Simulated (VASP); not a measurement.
The system is PbO2 (CdI2 type).

```xyz
3
Lattice="3.2750 0.0000 0.0000 -1.6375 2.8362 0.0000 0.0000 0.0000 5.2400" Properties=species:S:1:pos:R:3 pbc="T T T"
Pb    0.0000    0.0000    0.0000
O     0.0000    1.8908    1.3100
O     1.6375    0.9454    3.9300
```

```yaml
Program: VASP 6.6.1
Task: relaxation of cell and atoms
Functional: PBE
Potentials_or_basis: VASP PAW PBE potentials, release 64 (Pb_d, O)
Cutoff: 600 eV
k_mesh: 14 × 14 × 8
Occupations: fermi-dirac, width 0.05 eV
Spin: no spin polarisation
```

At the start: pressure -2.5 GPa; volume 16.22 Å³/atom.

Task: How do energy, volume and symmetry change on relaxing?

Result: Over 25 steps the energy falls by 159.0 meV/atom and the volume is 17.22 Å³/atom (+6.1 %); space group P-3m1 (No. 164, to 0.05 Å).

Step by step:
| step | energy change (eV) | largest force (eV/Å) | pressure (GPa) | volume (Å³) |
| --- | --- | --- | --- | --- |
| 1 | 0.0000 | 1.7916 | -2.53 | 48.67 |
| 2 | -0.4064 | 0.3657 | 2.96 | 46.76 |
| 3 | -0.4311 | 0.1444 | 5.25 | 46.05 |
| 4 | -0.4453 | 0.2417 | -3.42 | 49.32 |
| 5 | -0.4674 | 0.0890 | 0.03 | 47.84 |
| 6 | -0.4674 | 0.0847 | 0.13 | 47.81 |
| 7 | -0.4682 | 0.0655 | 0.19 | 47.90 |
| 8 | -0.4699 | 0.0049 | 0.37 | 48.20 |
| 9 | -0.4704 | 0.1163 | 0.64 | 48.80 |
| 10 | -0.4707 | 0.0743 | 0.51 | 48.59 |
| 11 | -0.4712 | 0.0635 | 0.41 | 48.73 |
| 12 | -0.4723 | 0.0361 | -0.02 | 49.16 |
| 13 | -0.4727 | 0.0186 | -0.77 | 50.02 |
| 14 | -0.4728 | 0.0031 | -0.58 | 49.78 |
| 15 | -0.4735 | 0.0043 | -0.53 | 49.90 |
| 16 | -0.4751 | 0.0073 | -0.36 | 50.25 |
| 17 | -0.4767 | 0.0113 | 0.01 | 50.95 |
| 18 | -0.4768 | 0.0120 | 0.11 | 51.16 |
| 19 | -0.4768 | 0.0121 | 0.09 | 51.14 |
| 20 | -0.4768 | 0.0114 | 0.06 | 51.04 |
| 21 | -0.4768 | 0.0129 | 0.08 | 51.11 |
| 22 | -0.4768 | 0.0151 | 0.03 | 51.20 |
| 23 | -0.4769 | 0.0217 | -0.11 | 51.45 |
| 24 | -0.4769 | 0.0170 | -0.08 | 51.50 |
| 25 | -0.4770 | 0.0024 | 0.00 | 51.65 |

Final structure:
```cif
data_structure
_symmetry_space_group_name_H-M 'P 1'
_symmetry_Int_Tables_number 1
_cell_length_a 3.4189
_cell_length_b 3.4189
_cell_length_c 5.1018
_cell_angle_alpha 90.000
_cell_angle_beta 90.000
_cell_angle_gamma 120.000
_cell_volume 51.65
loop_
_atom_site_label
_atom_site_type_symbol
_atom_site_fract_x
_atom_site_fract_y
_atom_site_fract_z
_atom_site_occupancy
Pb1 Pb 0.00000 0.00000 0.00000 1
O1 O 0.33333 0.66667 0.20830 1
O2 O 0.66667 0.33333 0.79170 1
```
